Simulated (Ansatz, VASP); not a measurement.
Given: the input of a run of Ansatz 0.2.0 on MgI2.

Contents of input.yaml:

```yaml
crystal:
  lattice:
    - [4.14, 0.0, 0.0]
    - [-2.07, 3.5853451717, 0.0]
    - [0.0, 0.0, 6.88]
  atoms:
    - { symbol: I, position: [0.6666666667, 0.3333333333, 0.75] }
    - { symbol: I, position: [0.3333333333, 0.6666666667, 0.25] }
    - { symbol: Mg, position: [0.0, 0.0, 0.0] }
hamiltonian:
  xc: { exchange: pbe, correlation: pbe, exx: { coeff: 0.25, omega: 0.1 } }
  pseudopotentials: { kind: paw }
kpoints:
  mp_grid: { grid: [4, 4, 2] }
scf:
  occupations: { method: fermi_dirac, width: 0.05 }
output:
  forces: true
  stress: true
  eigenvalues: true
```

Potentials or basis: Ansatz PAW.

The run is started by

```sh
$ ansatz run input.yaml --threads 2 --pin off --max-ram 5632MiB --backend cpu --events-out ev --progress --plain --runs-dir out
```

Task: Set up the same calculation for VASP 6.6.1. Potentials there: VASP PAW PBE potentials, release 64 (I, Mg).

Result: As run (the cutoff follows the program's own potentials):

Contents of POSCAR:

```
MgI2
1.0
    4.1400000000      0.0000000000      0.0000000000
   -2.0700000000      3.5853451717      0.0000000000
    0.0000000000      0.0000000000      6.8800000000
I Mg
2 1
Direct
    0.6666666667      0.3333333333      0.7500000000
    0.3333333333      0.6666666667      0.2500000000
    0.0000000000      0.0000000000      0.0000000000
```

The input INCAR.step1:

```
PREC     = Accurate       # precision mode
ENCUT    = 520            # plane-wave cutoff, eV
EDIFF    = 1E-5           # SCF threshold, eV
ISMEAR   = -1             # smearing method
SIGMA    = 0.05           # smearing width, eV
LREAL    = False          # projectors in reciprocal space
LASPH    = True           # aspherical terms in the spheres
NELM     = 100            # most SCF steps
ALGO     = Normal         # electronic algorithm
ISIF     = 2              # what is computed and relaxed
LWAVE    = True           # write WAVECAR
LCHARG   = False          # write CHGCAR
GGA      = PE             # functional
NBANDS   = 15             # bands
```

Contents of INCAR.step2:

```
PREC     = Accurate       # precision mode
ENCUT    = 520            # plane-wave cutoff, eV
EDIFF    = 1E-7           # SCF threshold, eV
ISMEAR   = -1             # smearing method
SIGMA    = 0.05           # smearing width, eV
LREAL    = False          # projectors in reciprocal space
LASPH    = True           # aspherical terms in the spheres
NELM     = 100            # most SCF steps
ALGO     = Normal         # electronic algorithm
ISIF     = 2              # what is computed and relaxed
LWAVE    = False          # write WAVECAR
LCHARG   = False          # write CHGCAR
GGA      = PE             # functional
LHFCALC  = True           # exact exchange
AEXX     = 0.25           # exact-exchange fraction
HFSCREEN = 0.1            # screening, 1/A
PRECFOCK = Normal       
ISTART   = 1            
NBANDS   = 15             # bands
```

File KPOINTS:

```
Automatic mesh
0
Gamma
  4 4 2
```

Potentials or basis: VASP PAW PBE potentials, release 64 (I, Mg).

The run is started by

```sh
$ cat potpaw_PBE.64/I/POTCAR potpaw_PBE.64/Mg/POTCAR > POTCAR
$ cp INCAR.step1 INCAR
$ mpirun -np 1 vasp_std > vasp.out
$ cp INCAR.step2 INCAR
$ mpirun -np 1 vasp_std > vasp.out
```

Both were run:

|  | VASP | Ansatz | Ansatz less VASP |
| --- | --- | --- | --- |
| gap on the k mesh at the Fermi level (eV) | 4.76 | 4.78 | +0.014 |
| least direct gap on the mesh (eV) | 4.95 | 4.99 | +0.037 |
| pressure (GPa) | -0.2 | 0.0 | +0.20 |
| traceless stress, the component that is largest in VASP (GPa) | -0.59 | -0.59 | -0.006 |
| rms of the force components (eV/Å) | 0.188 | 0.180 | -0.0079 |

VASP's potentials were made for PBE, not for PBE-based screened hybrid. Atom by atom the forces differ by 0.008 eV/Å (rms over components). VASP's potentials hold 16 valence electrons a cell and Ansatz's 44, so a difference there can come from the potentials and not from the codes.

The k mesh is coarse, so the values compare programs but aren't converged. Spin-orbit coupling is off throughout.
